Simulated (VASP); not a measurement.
# TiC (P6_3/mmc) in VASP: further runs

Runs on TiC. Level: PBE. Tasks: single point, relaxation of cell and atoms.

Everything below comes from runs of VASP 6.6.1. Logs are shortened: lines on timing, memory, paths and dates and some standing lists are left out, and cuts for length are marked.

## (1) The cell of the first run

It takes space group P6_3/mmc (No. 194, hexagonal). Conventional cell: a = 3.100 Å, b = 3.100 Å, c = 9.790 Å, α = 90.00°, β = 90.00°, γ = 120.00°. Within 2.9 Å of Ti (site symmetry -3m) lie 6 C at 2.17 Å. Ti (site symmetry -6m2) has 6 C at 2.17 Å within 2.9 Å. Within 2.9 Å of C (site symmetry 3m) lie 6 Ti at 2.17 Å and 1 C at 2.46 Å.

## (2) Single point, PBE

File INCAR:

```
SYSTEM = TiC
ALGO = Normal
EDIFF = 1E-6
ENCUT = 520
GGA = PE
ISIF = 2
ISMEAR = 0
LASPH = .True.
LCHARG = .False.
LREAL = .False.
LWAVE = .False.
NBANDS = 42
NELM = 100
PREC = Accurate
SIGMA = 0.1
```

File KPOINTS:

```
k-points
0
Gamma
  12 12 5
  0 0 0
```

File POSCAR:

```
TiC
1.0
    3.0999855871      0.0000000000      0.0000000000
   -1.5499927935      2.6846662698      0.0000000000
    0.0000000000      0.0000000000      9.7897441159
Ti C
4 4
Direct
    0.0000000000      0.0000000000      0.0000000000
    0.3333333333      0.6666666667      0.2500000000
    0.0000000000      0.0000000000      0.5000000000
    0.6666666667      0.3333333333      0.7500000000
    0.6666666667      0.3333333333      0.1245262701
    0.6666666667      0.3333333333      0.3754737299
    0.3333333333      0.6666666667      0.6245262701
    0.3333333333      0.6666666667      0.8754737299
```

Potentials or basis: VASP PAW PBE potentials, release 64 (Ti_sv, C).

Run with:

```sh
$ cat potpaw_PBE.64/Ti_sv/POTCAR potpaw_PBE.64/C/POTCAR > POTCAR
$ mpirun -np 1 vasp_std > vasp.out
```

OUTCAR:

```text
SYSTEM = TiC
   EDIFF = 1E-6
   ENCUT = 520
   GGA = PE
   ISIF = 2
   ISMEAR = 0
   LASPH = .True.
   LREAL = .False.
   NELM = 100
   PREC = Accurate

 ion  position               nearest neighbor table
   1  0.000  0.000  0.000-   5 2.17   8 2.17   8 2.17   5 2.17   5 2.17   8 2.17
   2  0.333  0.667  0.250-   5 2.17   6 2.17   5 2.17   6 2.17   5 2.17   6 2.17
   3  0.000  0.000  0.500-   6 2.17   7 2.17   7 2.17   6 2.17   6 2.17   7 2.17
   4  0.667  0.333  0.750-   7 2.17   8 2.17   7 2.17   8 2.17   7 2.17   8 2.17
   5  0.667  0.333  0.125-   1 2.17   1 2.17   1 2.17   2 2.17   2 2.17   2 2.17
   6  0.667  0.333  0.375-   3 2.17   3 2.17   3 2.17   2 2.17   2 2.17   2 2.17
   7  0.333  0.667  0.625-   3 2.17   3 2.17   3 2.17   4 2.17   4 2.17   4 2.17
   8  0.333  0.667  0.875-   1 2.17   1 2.17   1 2.17   4 2.17   4 2.17   4 2.17

  LATTYP: Found a hexagonal cell.
 ALAT       =     3.0999855871
 C/A-ratio  =     3.1579966554

  Lattice vectors:

 A1 = (   3.0999855871,   0.0000000000,   0.0000000000)
 A2 = (  -1.5499927935,   2.6846662698,   0.0000000000)
 A3 = (   0.0000000000,   0.0000000000,   9.7897441159)

Analysis of symmetry for initial positions (statically):
=====================================================================
 Subroutine PRICEL returns:
 Original cell was already a primitive cell.

 Routine SETGRP: Setting up the symmetry group for a
 hexagonal supercell.

 Subroutine GETGRP returns: Found 24 space group operations
 (whereof 12 operations were pure point group operations)
 out of a pool of 24 trial point group operations.

The static configuration has the point symmetry D_3d.
 The point group associated with its full space group is D_6h.

Analysis of symmetry for dynamics (positions and initial velocities):
=====================================================================
 Subroutine PRICEL returns:
 Original cell was already a primitive cell.

 Routine SETGRP: Setting up the symmetry group for a
 hexagonal supercell.

 Subroutine GETGRP returns: Found 24 space group operations
 (whereof 12 operations were pure point group operations)
 out of a pool of 24 trial point group operations.

The dynamic configuration has the point symmetry D_3d.
 The point group associated with its full space group is D_6h.

 Subroutine INISYM returns: Found 24 space group operations
 (whereof 12 operations are pure point group operations),
 and found     1 'primitive' translations

----------------------------------------------------------------------------------------

                                     Primitive cell

  volume of cell :      81.4744

  direct lattice vectors                    reciprocal lattice vectors
     3.099985587  0.000000000  0.000000000     0.322582145  0.186242888  0.000000000
    -1.549992793  2.684666270  0.000000000     0.000000000  0.372485776  0.000000000
     0.000000000  0.000000000  9.789744116     0.000000000  0.000000000  0.102147716

  length of vectors
     3.099985587  3.099985587  9.789744116     0.372485776  0.372485776  0.102147716

  position of ions in fractional coordinates (direct lattice)
     0.000000000  0.000000000  0.000000000
     0.333333333  0.666666667  0.250000000
     0.000000000  0.000000000  0.500000000
     0.666666667  0.333333333  0.750000000
     0.666666667  0.333333333  0.124526270
     0.666666667  0.333333333  0.375473730
     0.333333333  0.666666667  0.624526270
     0.333333333  0.666666667  0.875473730

  ion indices of the primitive-cell ions
   primitive index   ion index
                 1           1
                 2           2
                 3           3
                 4           4
                 5           5
                 6           6
                 7           7
                 8           8

----------------------------------------------------------------------------------------

 KPOINTS: k-points

Automatic generation of k-mesh.
 Grid dimensions read from file:
 generate k-points for:   12   12    5

 Generating k-lattice:

  Cartesian coordinates                     Fractional coordinates (reciprocal lattice)
     0.026881845  0.015520241  0.000000000     0.083333333  0.000000000  0.000000000
     0.000000000  0.031040481  0.000000000     0.000000000  0.083333333  0.000000000
     0.000000000  0.000000000  0.020429543     0.000000000  0.000000000  0.200000000

  Length of vectors
     0.031040481  0.031040481  0.020429543

  Shift w.r.t. Gamma in fractional coordinates (k-lattice)
     0.000000000  0.000000000  0.000000000

 Subroutine IBZKPT returns following result:
 ===========================================

 Found     57 irreducible k-points:

 Following reciprocal coordinates:
            Coordinates               Weight
  0.000000  0.000000  0.000000      1.000000
  0.083333  0.000000  0.000000      6.000000
  0.166667  0.000000  0.000000      6.000000
  0.250000  0.000000  0.000000      6.000000
  0.333333  0.000000  0.000000      6.000000
  0.416667  0.000000  0.000000      6.000000
[... 16 lines left out ...]
  0.250000  0.000000  0.200000     12.000000
  0.333333  0.000000  0.200000     12.000000
 [... further k-points ...]
   k-points           NKPTS =     57   k-points in BZ     NKDIM =     57   number of bands    NBANDS=     42
   number of dos      NEDOS =    301   number of ions     NIONS =      8
   total plane-waves  NPLWV =  46080
   dimension x,y,z NGX =    24 NGY =   24 NGZ =   80
   dimension x,y,z NGXF=    48 NGYF=   48 NGZF=  160
   ions per type =               4   4
   NGX,Y,Z   is equivalent  to a cutoff of  12.87, 12.87, 13.59 a.u.
   NGXF,Y,Z  is equivalent  to a cutoff of  25.74, 25.74, 27.17 a.u.
 SYSTEM =  TiC
   PREC   = accura    normal or accurate (medium, high low for compatibility)
   ISTART =      0    job   : 0-new  1-cont  2-samecut
   ICHARG =      2    charge: 1-file 2-atom 10-const
   ISPIN  =      1    spin polarized calculation?
   LNONCOLLINEAR =      F non collinear calculations
   LSORBIT =      F    spin-orbit coupling
   LASPH  =      T    aspherical Exc in radial PAW
   ENCUT  =  520.0 eV  38.22 Ry    6.18 a.u.   5.76  5.76 18.20*2*pi/ulx,y,z
   NELM   =    100;   NELMIN=  2; NELMDL= -5     # of ELM steps
   EDIFF  = 0.1E-05   stopping-criterion for ELM
   LREAL  =      F    real-space projection
   EDIFFG = 0.1E-04   stopping-criterion for IOM
   NSW    =      0    number of steps for IOM
   IBRION =     -1    ionic relax: 0-MD 1-quasi-New 2-CG
   NFREE  =      0    steps in history (QN), initial steepest desc. (CG)
   ISIF   =      2    stress and relaxation
   ISYM   =      2    0-nonsym 1-usesym 2-fastsym
   POTIM  = 0.5000    time-step for ionic-motion
   TEBEG  =    0.0;   TEEND  =   0.0 temperature during run
   PSTRESS=    0.0 pullay stress
   NELECT =      64.0000    total number of electrons
   NUPDOWN=      -1.0000    fix difference up-down
   EMIN   =  10.00;   EMAX   =-10.00  energy-range for DOS
   EFERMI =   0.00;   METHOD = LEGACY
   ISMEAR =     0;   SIGMA  =   0.10  broadening in eV -4-tet -1-fermi 0-gaus
   EFERMI_NEDOS =   21; number of points for ismear=-14 and -15
   IALGO  =     38    algorithm
   IMIX   =      4    mixing-type and parameters
     AMIX     =   0.40;   BMIX     =  1.00
     AMIX_MAG =   1.60;   BMIX_MAG =  1.00
  volume/ion in A,a.u.               =      10.18        68.73
  Fermi-wavevector in a.u.,A,eV,Ry     =   1.510524  2.854477 31.044191  2.281684
  Thomas-Fermi vector in A             =   2.620703
   LORBIT       =      0    0 simple, 1 ext, 2 COOP (PROOUT), +10 PAW based schemes
   GGA     = PE    functional components
   LHFCALC =     F    Hartree Fock is set to
   AEXX    =    0.0000 exact exchange contribution
   IVDW    =     0    specifies the selected vdW correction
   LEPSILON=     F    determine dielectric tensor
   LRPA    =     F    only Hartree local field effects (RPA)
 non-spin polarized calculation
 Gauss-broadening in eV      SIGMA  =   0.10
  energy-cutoff  :      520.00
  volume of cell :       81.47
 maximum number of plane-waves:      2210
 NGX is ok and might be reduce to    24
   NGX = 11   NGY = 11   NGZ = 37

 number of electron      64.0000000 magnetization

 Free energy of the ion-electron system (eV)
  ---------------------------------------------------
  ext. energy  EPLUGINS =         0.00000000
  ---------------------------------------------------
  free energy    TOTEN  =       -74.10269342 eV

  energy without entropy =      -74.09754064  energy(sigma->0) =      -74.10011703

 E-fermi :   9.6399     XC(G=0): -12.6770

 val. band max:        9.6215158854   @ k =   0.2500   0.1667   0.0000
 cond. band min:       9.6537549764   @ k =   0.2500   0.0833   0.0000
 fundamental gap:      0.0322390910
 Fermi energy:         9.6398877827

 k-point     1 :       0.0000    0.0000    0.0000
  band No.  band energies     occupation
      1     -47.1071      2.00000
      2     -47.0709      2.00000
      3     -47.0613      2.00000
      4     -47.0247      2.00000
      5     -23.6279      2.00000
      6     -23.3883      2.00000
[... 34 lines left out ...]
     41      12.0132      0.00000
     42      12.1900      0.00000

 k-point     2 :       0.0833    0.0000    0.0000
  band No.  band energies     occupation
      1     -47.1030      2.00000
      2     -47.0680      2.00000
      3     -47.0585      2.00000
      4     -47.0231      2.00000
      5     -23.6159      2.00000
      6     -23.3938      2.00000
[... 34 lines left out ...]
     41      12.5677      0.00000
     42      12.8090      0.00000

 k-point     3 :       0.1667    0.0000    0.0000
  band No.  band energies     occupation
      1     -47.0917      2.00000
      2     -47.0602      2.00000
      3     -47.0507      2.00000
      4     -47.0189      2.00000
      5     -23.5816      2.00000
      6     -23.4199      2.00000
[... 897 lines left out ...]
      4     -47.0153      2.00000
      5     -23.5295      2.00000
      6     -23.4889      2.00000
[... 34 lines left out ...]
     41      13.0592      0.00000
     42      13.2212      0.00000

 k-point    24 :       0.3333    0.0000    0.2000
  band No.  band energies     occupation
      1     -47.0570      2.00000
      2     -47.0428      2.00000
      3     -47.0255      2.00000
      4     -47.0112      2.00000
      5     -23.5552      2.00000
      6     -23.5060      2.00000
[... 34 lines left out ...]
     41      13.0991      0.00000
     42      13.1679      0.00000

 [... further k-points ...]
[... 5 lines left out ...]
  --------------------------------------------------------------------------------------
  -------------------------------------------------------------------------------------
  Total        0.0918879      0.0918879      0.0523114      0.0000000      0.0000000      0.0000000
  in kB        1.8069563      1.8069563      1.0286929      0.0000000      0.0000000      0.0000000
  external PRESSURE =       1.5475352 kB  Pullay stress =       0.0000000 kB

 VOLUME and BASIS-vectors are now :
 -----------------------------------------------------------------------------
  energy-cutoff  :      520.00
  volume of cell :       81.47
      direct lattice vectors                 reciprocal lattice vectors
     3.099985587  0.000000000  0.000000000     0.322582145  0.186242888  0.000000000
    -1.549992793  2.684666270  0.000000000     0.000000000  0.372485776  0.000000000
     0.000000000  0.000000000  9.789744116     0.000000000  0.000000000  0.102147716

 POSITION                                       TOTAL-FORCE (eV/Angst)
 -----------------------------------------------------------------------------------
      0.00000      0.00000      0.00000        -0.000000     -0.000000      0.000000
     -0.00000      1.78978      2.44744        -0.000000     -0.000000     -0.000000
      0.00000      0.00000      4.89487        -0.000000     -0.000000      0.000000
      1.54999      0.89489      7.34231         0.000000     -0.000000     -0.000000
      1.54999      0.89489      1.21908         0.000000     -0.000000     -0.000507
      1.54999      0.89489      3.67579        -0.000000     -0.000000      0.000507
     -0.00000      1.78978      6.11395        -0.000000      0.000000     -0.000507
     -0.00000      1.78978      8.57066        -0.000000      0.000000      0.000507
 -----------------------------------------------------------------------------------
    total drift:                               -0.000000      0.000000     -0.000000

  FREE ENERGIE OF THE ION-ELECTRON SYSTEM (eV)
  ---------------------------------------------------
  free  energy   TOTEN  =       -74.1026934150 eV

  energy  without entropy=      -74.0975406445  energy(sigma->0) =      -74.10011703
```

Wall time 4.2 min (1 thread of Intel Xeon Platinum 8488C (Sapphire Rapids), shared host); peak memory 0.29 GiB.

What came out:

| Property | Result |
| --- | --- |
| Free energy | -74.1027 eV |
| Pressure | 0.2 GPa |
| Band gap on the k mesh | zero (bands 32 and 33 overlap by 0.89 eV) |

(Part 1 of 2 ends here.)

The gap in the log of VASP goes by the Fermi energy; the results here count the filled bands.